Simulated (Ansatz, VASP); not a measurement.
# One calculation of Ag, two programs

```
Ag
1.0
     1.52991    2.64988    0.00000
    -1.52991    2.64988    0.00000
     0.00000    0.00000    9.90874
Ag
4
Direct
  0.00000 0.00000 0.00000
  0.00000 0.00000 0.50000
  0.33333 0.33334 0.75000
  0.66666 0.66667 0.25000
```

Alike in both runs: task single point; functional r2SCAN; k mesh 7 × 7 × 2; no spin polarisation.

```csv
,VASP,Ansatz
version,VASP 6.6.1,Ansatz 0.2.0
potentials or method,"VASP PAW PBE potentials, release 64 (Ag), cutoff 520 eV",PAW plane waves
occupations,"methfessel-paxton of order 1, width 0.0222 eV","cold, width 0.0222 eV"
valence electrons in the cell,44,76
```

```csv
,VASP,Ansatz,Ansatz less VASP
gap on the k mesh at the Fermi level (eV),none,none,-
pressure (GPa),-10.0,-10.0,+0.02
"traceless stress, the component that is largest in VASP (GPa)",1.30,1.30,+0.001
```

VASP's potentials were made for PBE, not for r2SCAN. A gap of «none» marks a metal or a gap that the smearing closes. VASP's potentials hold 44 valence electrons a cell and Ansatz's 76, so a difference there can come from the potentials and not from the codes. Ansatz's warnings: structure snapped to symmetry.
